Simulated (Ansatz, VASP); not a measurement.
## Lu in VASP and in Ansatz

The input INCAR:

```
SYSTEM = Lu
PREC = Accurate
ENCUT = 520
EDIFF = 1E-6
ISMEAR = -1
SIGMA = 0.1
LREAL = .FALSE.
LASPH = .TRUE.
NELM = 80
ALGO = Normal
ISIF = 2
LWAVE = .FALSE.
LCHARG = .FALSE.
GGA = PE
NBANDS = 18
```

The input KPOINTS:

```
Automatic mesh
0
G
  15 15 15
  0 0 0
```

The input POSCAR:

```
Lu
1.0
    0.0000000000      2.0587521316      2.0587521316
    2.0587521316      0.0000000000      2.0587521316
    2.0587521316      2.0587521316      0.0000000000
Lu
1
Direct
    0.0000000000      0.0000000000      0.0000000000
```

Input for Ansatz:

```yaml
crystal:
  lattice:
    - [0.0, 2.0587521316, 2.0587521316]
    - [2.0587521316, 0.0, 2.0587521316]
    - [2.0587521316, 2.0587521316, 0.0]
  atoms:
    - { symbol: Lu, position: [0.0, 0.0, 0.0] }
kpoints:
  mp_grid: { grid: [15, 15, 15] }
scf:
  occupations: { method: fermi_dirac, width: 0.1 }
hamiltonian:
  xc: pbe
  pseudopotentials: { kind: all_electron, lapw: { basis_error: 0.001 } }
output:
  forces: true
  stress: true
  eigenvalues: true
  populations: true
```

Change from the starting cell: volume scaled by 0.6, LAPW.

Alike in both runs: task single point; functional PBE; k mesh 15 × 15 × 15; occupations fermi-dirac, width 0.1 eV; no spin polarisation.

```csv
,VASP,Ansatz
version,VASP 6.6.1,Ansatz 0.2.0
potentials or method,"VASP PAW PBE potentials, release 64 (Lu), cutoff 520 eV","all-electron LAPW, scalar-relativistic"
```

|  | VASP | Ansatz | Ansatz less VASP |
| --- | --- | --- | --- |
| pressure (GPa) | 53.6 | 52.8 | -0.79 |

Both programs put the cell under a high pressure, so it lies far from rest at this level. Ansatz ran all-electron here, and VASP with PAW potentials.

Spin-orbit coupling is off throughout.
